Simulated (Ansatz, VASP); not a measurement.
One calculation of SiTe4H, two programs

```
CELL_PARAMETERS angstrom
7.48309 0.00000 0.00000
0.00000 7.48309 0.00000
0.00000 0.00000 3.13010
ATOMIC_POSITIONS crystal
Si 0.00000 0.00000 0.00000
Te 0.19298 0.50000 0.50000
Te 0.80702 0.50000 0.50000
Te 0.50000 0.80702 0.50000
Te 0.50000 0.19298 0.50000
H 0.50000 0.50000 0.50000
```

Alike in both runs: functional PBE; k mesh 4 × 4 × 4; occupations gaussian, width 0.1 eV; no spin polarisation.

Ansatz relaxed the structure, and its values are those at the end. VASP's run is a single point on that final structure, the one shown.

|  | VASP | Ansatz |
| --- | --- | --- |
| version | VASP 6.6.1 | Ansatz 0.2.0 |
| potentials or method | VASP PAW PBE potentials, release 64 (Si, Te, H), cutoff 520 eV | scalar-relativistic, plane waves, PAW |
| valence electrons in the cell | 29 | 69 |

Ansatz gave:

| Item | Value |
| --- | --- |
| gap on the k mesh at the Fermi level (eV) | none |
| pressure (GPa) | 0.2 |
| rms of the force components (eV/Å) | 0.004 |

Task: Which values does VASP return?

Result: gap on the k mesh at the Fermi level (eV): none; pressure (GPa): 0.2; rms of the force components (eV/Å): 0.000.

A gap of «none» marks a metal or a gap that the smearing closes. The functional is the same, so the differences come from potentials, cutoffs and numerics. VASP's potentials hold 29 valence electrons a cell and Ansatz's 69, so a difference there can come from the potentials and not from the codes.

The k mesh is coarse, so the values compare programs but aren't converged. Spin-orbit coupling is off throughout.
